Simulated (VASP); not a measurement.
A run of VASP 6.6.1 is set up as follows.

INCAR

```
  ALGO = Normal
  EDIFF = 1E-6
  ENCUT = 520
  GGA = PE
  ISIF = 2
  ISMEAR = 0
  LASPH = True
  LCHARG = True
  LELF = True
  LREAL = False
  LVHAR = True
  LWAVE = False
  NBANDS = 20
  NELM = 60
  PREC = Accurate
  SIGMA = 0.01
```

File KPOINTS:

```
k-points
0
Gamma
  8 8 8
```

File POSCAR:

```
CdF2
1.0
    0.0000000000      2.6825809959      2.6825809959
    2.6825809959      0.0000000000      2.6825809959
    2.6825809959      2.6825809959      0.0000000000
Cd F
1 2
Direct
    0.0000000000      0.0000000000      0.0000000000
    0.2500000000      0.2500000000      0.2500000000
    0.7500000000      0.7500000000      0.7500000000
```

Potentials or basis: VASP PAW PBE potentials, release 64 (Cd, F).

Command:

```bash
$ cat potpaw_PBE.64/Cd/POTCAR potpaw_PBE.64/F/POTCAR > POTCAR
$ mpirun -np 1 vasp_std > vasp.out
```

Problem. What does it give for the band gap on the k mesh?

Solution. 3.11 eV (least direct gap 3.60 eV).

Problem. What does it give for the pressure?

Solution. 7.8 GPa.

Caveat: the cell stands under pressure. A k mesh can miss the band edges.
